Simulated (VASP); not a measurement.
# GaN (P4/nmm) in VASP: further runs, part 2 of 2

VASP 6.6.1. The steps go on from the part before.

**4. Relaxation of cell and atoms, PBE**

This run uses another cell than the first one, of 13.85 Å³/atom, 1.036 times its volume.

The input, INCAR:

```
SYSTEM = GaN
PREC = Accurate
ENCUT = 600
EDIFF = 1E-7
ISMEAR = 0
SIGMA = 0.1
LREAL = .FALSE.
LASPH = .TRUE.
NELM = 80
ALGO = Normal
ISIF = 3
LWAVE = .FALSE.
LCHARG = .FALSE.
GGA = PE
IBRION = 2
NSW = 90
EDIFFG = -0.04
```

The input, KPOINTS:

```
regular mesh
0
G
  4 4 6
  0 0 0
```

The input, POSCAR:

```
GaN
1.0
    4.0645721500      0.0000000000      0.0000000000
    0.0000000000      4.0645721500      0.0000000000
    0.0000000000      0.0000000000      3.3525325100
Ga N
2 2
Direct
    0.0000000000      0.0000000000      0.5000000000
    0.5000000000      0.5000000000      0.5000000000
    0.5000000000      0.0000000000      0.6535902300
    0.0000000000      0.5000000000      0.3464097700
```

Launch:

```bash
$ cat potpaw_PBE.64/Ga_d/POTCAR potpaw_PBE.64/N/POTCAR > POTCAR
$ mpirun -np 1 vasp_std > vasp.out
```

Run time: 92 s. Hardware: 1 thread of Intel Xeon 6975P-C (Granite Rapids), shared host; peak memory 0.19 GiB.

It converged, with:

```yaml
Free_energy: -21.3586 eV
Relaxed_volume: 13.32 Å³/atom
Relaxed_cell: a = 3.758 Å, b = 3.758 Å, c = 3.771 Å, α = 90.00°, β = 90.00°, γ = 90.00°
Space_group_after_relaxing_to_0.05_Å: P4/nmm (No. 129)
Energy_gained_by_relaxing: 176.4 meV/atom
Ionic_steps: 7
Pressure_after_relaxing: 0.0 GPa
Largest_force_after_relaxing: 0.011 eV/Å
Band_gap_on_the_k_mesh: 0.77 eV, indirect (least direct gap 1.39 eV)
```

Forces on the atoms (eV/Å):
```
Ga   0.000  0.000  0.000
Ga   0.000  0.000  0.000
N    0.000  0.000 -0.011
N    0.000  0.000  0.011
```

Step by step:
| step | energy change (eV) | largest force (eV/Å) | pressure (GPa) | volume (Å³) |
| --- | --- | --- | --- | --- |
| 1 | 0.0000 | 0.1430 | -13.49 | 55.39 |
| 2 | -0.2104 | 1.5566 | 22.54 | 46.35 |
| 3 | -0.4971 | 0.6103 | 2.76 | 49.85 |
| 4 | -0.5861 | 0.4843 | 1.59 | 50.80 |
| 5 | -0.7041 | 0.0578 | -0.95 | 53.50 |
| 6 | -0.6997 | 0.0946 | 2.16 | 52.76 |
| 7 | -0.7054 | 0.0108 | 0.03 | 53.26 |

Final structure:
```yaml
crystal:
  lattice:
    - [3.75841, 0.00000, 0.00000]
    - [0.00000, 3.75841, 0.00000]
    - [0.00000, 0.00000, 3.77060]
  atoms:
    - { symbol: Ga, position: [0.00000, 0.00000, 0.50000] }
    - { symbol: Ga, position: [0.50000, 0.50000, 0.50000] }
    - { symbol: N, position: [0.50000, 0.00000, 0.68326] }
    - { symbol: N, position: [0.00000, 0.50000, 0.31674] }
```

Levels at points of the mesh, in eV from the valence-band top:
| k point | band 15 | band 16 | band 17 | band 18 | band 19 | band 20 | band 21 | band 22 |
| --- | --- | --- | --- | --- | --- | --- | --- | --- |
| (0.00, 0.00, 0.00) | -1.66 | -1.00 | -1.00 | -0.62 | 0.77 | 1.17 | 4.83 | 9.27 |
| (0.50, 0.00, 0.00) | -2.93 | -2.93 | -0.58 | -0.58 | 4.28 | 4.28 | 6.42 | 6.42 |
| (0.50, 0.50, 0.00) | -1.18 | -1.18 | -0.98 | -0.98 | 5.29 | 5.29 | 7.72 | 7.72 |
| (0.00, 0.00, 0.50) | -3.04 | -2.18 | -1.22 | -1.22 | 1.81 | 4.02 | 5.68 | 5.69 |
| (0.50, 0.00, 0.50) | -2.74 | -2.74 | -0.76 | -0.76 | 3.01 | 3.01 | 7.86 | 7.86 |
| (0.50, 0.50, 0.50) | -2.40 | -2.40 | -2.22 | -2.22 | 6.24 | 6.24 | 7.67 | 7.67 |

A k mesh can miss the band edges. A hybrid or GW would open this gap; PBE tends to underestimate it.

**5. Single point, PBE**

This run uses another cell than the first one, of 13.50 Å³/atom, 1.010 times its volume.

The input, INCAR:

```
ALGO     = Normal         # electronic algorithm
EDIFF    = 1E-6           # SCF threshold, eV
ENCUT    = 520            # plane-wave cutoff, eV
GGA      = PE             # functional
ISIF     = 2              # what is computed and relaxed
ISMEAR   = 0              # smearing method
LASPH    = True           # aspherical terms in the spheres
LCHARG   = False          # write CHGCAR
LREAL    = False          # projectors in reciprocal space
LWAVE    = False          # write WAVECAR
NBANDS   = 26             # bands
NELM     = 100            # most SCF steps
PREC     = Accurate       # precision mode
SIGMA    = 0.02           # smearing width, eV
```

The input, KPOINTS:

```
k-points
0
Gamma
  8 8 8
```

The input, POSCAR:

```
GaN
1.0
    3.7596437751      0.0000000000      0.0000000000
    0.0000000000      3.7596437751      0.0000000000
    0.0000000000      0.0000000000      3.8189968426
Ga N
2 2
Direct
    0.0000000000      0.0000000000      0.5000000000
    0.5000000000      0.5000000000      0.5000000000
    0.5000000000      0.0000000000      0.6786124750
    0.0000000000      0.5000000000      0.3213875250
```

Launch:

```bash
$ cat potpaw_PBE.64/Ga_d/POTCAR potpaw_PBE.64/N/POTCAR > POTCAR
$ mpirun -np 1 vasp_std > vasp.out
```

Run time: 40 s. Hardware: 1 thread of Intel Xeon 6975P-C (Granite Rapids), shared host; peak memory 0.21 GiB.

Results (log left out):

```yaml
Free_energy: -21.3483 eV
Pressure: 0.3 GPa
Largest_force: 0.018 eV/Å
Band_gap_on_the_k_mesh: 0.83 eV, indirect (least direct gap 1.55 eV)
```

Forces in eV/Å, atoms in the order of the input:
```
Ga   0.000  0.000  0.000
Ga   0.000  0.000  0.000
N    0.000  0.000  0.018
N    0.000  0.000 -0.018
```

Stress tensor (GPa, compression positive):
```
0.46 0.00 0.00
0.00 0.46 0.00
0.00 0.00 0.08
```

Levels at points of the mesh, in eV from the valence-band top:
```csv
k point,band 16,band 17,band 18,band 19,band 20,band 21
"(0.00, 0.00, 0.00)",-0.99,-0.99,-0.72,0.83,1.21,4.94
"(0.50, 0.00, 0.00)",-2.91,-0.57,-0.57,4.30,4.30,6.37
"(0.50, 0.50, 0.00)",-1.17,-0.98,-0.98,5.36,5.36,7.73
"(0.00, 0.00, 0.50)",-2.07,-1.19,-1.19,1.78,3.97,5.69
"(0.50, 0.00, 0.50)",-2.74,-0.75,-0.75,3.09,3.09,7.82
"(0.50, 0.50, 0.50)",-2.30,-2.13,-2.13,6.21,6.21,7.65
```

**6. Summary**

```tsv
task	cell	k mesh	cutoff (eV)	smearing	gap on the mesh (eV)	pressure (GPa)	largest force (eV/Å)
single point	a = 3.758, b = 3.758, c = 3.786 Å, 4 atoms	4 × 4 × 6	520	gaussian 0.1 eV	0.80	0.4	0.02
single point	a = 4.065, b = 4.065, c = 3.353 Å, 4 atoms	4 × 4 × 6	520	gaussian 0.1 eV	none	-13.3	0.14
relaxation of cell and atoms	relaxed from a = 4.065, b = 4.065, c = 3.353 Å, 4 atoms	4 × 4 × 6	600	gaussian 0.1 eV	0.77	0.0	0.01
single point	a = 3.760, b = 3.760, c = 3.819 Å, 4 atoms	8 × 8 × 8	520	gaussian 0.02 eV	0.83	0.3	0.02
```

Alike in all rows: level PBE; potentials or basis VASP PAW PBE potentials, release 64 (Ga_d, N); no spin polarisation.

Caveats: some runs use coarse meshes.

Absolute energies hang on the potentials; compare differences alone.
